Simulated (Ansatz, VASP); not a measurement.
**Al2B2As in VASP and in Ansatz**

```
Al B As
1.0
     3.33856    0.00000    0.00000
     0.00000    3.33856    0.00000
     0.00000    0.00000    6.73035
Al B As
2 2 1
Direct
  0.00000 0.00000 0.00000
  0.50000 0.50000 0.50000
  0.50000 0.50000 0.77364
  0.50000 0.50000 0.22636
  0.00000 0.00000 0.50000
```

Alike in both runs: task single point; functional PBE; k mesh 6 × 6 × 4; occupations gaussian, width 0.1 eV; no spin polarisation.

|  | VASP | Ansatz |
| --- | --- | --- |
| version | VASP 6.6.1 | Ansatz 0.2.0 |
| potentials or method | VASP PAW PBE potentials, release 64 (Al, B, As), cutoff 520 eV | scalar-relativistic, plane waves, PAW |
| valence electrons in the cell | 17 | 27 |

```csv
,VASP,Ansatz,Ansatz less VASP
gap on the k mesh at the Fermi level (eV),none,none,-
pressure (GPa),12.5,12.3,-0.19
"traceless stress, the component that is largest in VASP (GPa)",10.88,10.98,+0.107
rms of the force components (eV/Å),2.135,2.131,-0.0040
```

Atom by atom the forces differ by 0.004 eV/Å (rms over components). A gap of «none» marks a metal or a gap that the smearing closes. With one functional, cell and mesh, what is left measures potentials, basis and numerics. VASP's potentials hold 17 valence electrons a cell and Ansatz's 27, so a difference there can come from the potentials and not from the codes.
